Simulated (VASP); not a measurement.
## ZnSe (zincblende type): single point with LDA

ZnSe (zincblende type):

```xyz
2
Lattice="0.0000 2.2809 2.2809 2.2809 0.0000 2.2809 2.2809 2.2809 0.0000" Properties=species:S:1:pos:R:3 pbc="T T T"
Zn    0.0000    0.0000    0.0000
Se    1.1405    1.1405    1.1405
```

This cell differs from its parent crystal: volume scaled by 0.55.

```
Program             : VASP 6.6.1
Task                : single point
Functional          : LDA
Potentials or basis : VASP PAW LDA potentials, release 64 (Zn, Se)
Cutoff              : 520 eV
k mesh              : 11 × 11 × 11
Occupations         : fermi-dirac, width 0.08 eV
Spin                : no spin polarisation
```

```
Pressure               : 169.4 GPa
Band gap on the k mesh : 0.69 eV, indirect (least direct gap 4.10 eV)
```

Levels at points of the mesh, in eV from the valence-band top:
```csv
k point,band 6,band 7,band 8,band 9,band 10,band 11,band 12,band 13
"(0.00, 0.00, 0.00)",-10.48,0.00,0.00,0.00,4.10,4.67,4.67,4.67
```

Wall time 11 s on 1 thread of AMD EPYC 9R45 96-Core Processor (Zen 5) (shared host), peak memory 0.11 GiB.

 A k mesh can miss the band edges.
